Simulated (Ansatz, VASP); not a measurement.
# SrO in VASP and in Ansatz

Contents of INCAR:

```
SYSTEM = SrO
PREC     = Accurate       ! precision mode
ENCUT    = 520            ! plane-wave cutoff, eV
EDIFF    = 1E-6           ! SCF threshold, eV
ISMEAR   = 0              ! smearing method
SIGMA    = 0.024          ! smearing width, eV
LREAL    = .FALSE.        ! projectors in reciprocal space
LASPH    = .TRUE.         ! aspherical terms in the spheres
NELM     = 60             ! most SCF steps
ALGO     = Normal         ! electronic algorithm
ISIF     = 2              ! what is computed and relaxed
LWAVE    = .FALSE.        ! write WAVECAR
LCHARG   = .TRUE.         ! write CHGCAR
GGA      = PE             ! functional
LELF     = .TRUE.         ! ELF
LVHAR    = .TRUE.       
NBANDS   = 15             ! bands
```

Contents of KPOINTS:

```
regular mesh
0
G
  9 9 9
  0 0 0
```

The input POSCAR:

```
SrO
1.0
    0.0000000000      2.5663000000      2.5663000000
    2.5663000000      0.0000000000      2.5663000000
    2.5663000000      2.5663000000      0.0000000000
Sr O
1 1
Direct
    0.5000000000      0.5000000000      0.5000000000
    0.0000000000      0.0000000000      0.0000000000
```

Contents of input.yaml:

```yaml
crystal:
  lattice:
    - [0.0, 2.5663, 2.5663]
    - [2.5663, 0.0, 2.5663]
    - [2.5663, 2.5663, 0.0]
  atoms:
    - { symbol: Sr, position: [0.5, 0.5, 0.5] }
    - { symbol: O, position: [0.0, 0.0, 0.0] }
hamiltonian:
  xc: pbe
  pseudopotentials: { kind: paw }
kpoints:
  mp_grid: { grid: [9, 9, 9] }
scf:
  occupations: { method: gaussian, width: 0.024 }
output:
  forces: true
  stress: true
  eigenvalues: true
  write_density: true
  write_potential: true
  elf: true
  volumetric_format: npy
```

Alike in both runs: task single point; functional PBE; k mesh 9 × 9 × 9; occupations gaussian, width 0.024 eV; no spin polarisation.

```csv
,VASP,Ansatz
version,VASP 6.6.1,Ansatz 0.2.0
potentials or method,"VASP PAW PBE potentials, release 64 (Sr_sv, O)",Ansatz PAW
plane-wave cutoff (eV),520,420
valence electrons in the cell,16,16
```

|  | VASP | Ansatz | Ansatz less VASP |
| --- | --- | --- | --- |
| gap on the k mesh at the Fermi level (eV) | 3.32 | 3.37 | +0.049 |
| least direct gap on the mesh (eV) | 3.41 | 3.45 | +0.038 |
| pressure (GPa) | 3.9 | 3.3 | -0.60 |

Noted on Ansatz's run: odd divisions of the mesh miss points on the zone boundary, where band edges often lie, so the gap on the mesh can be too wide.
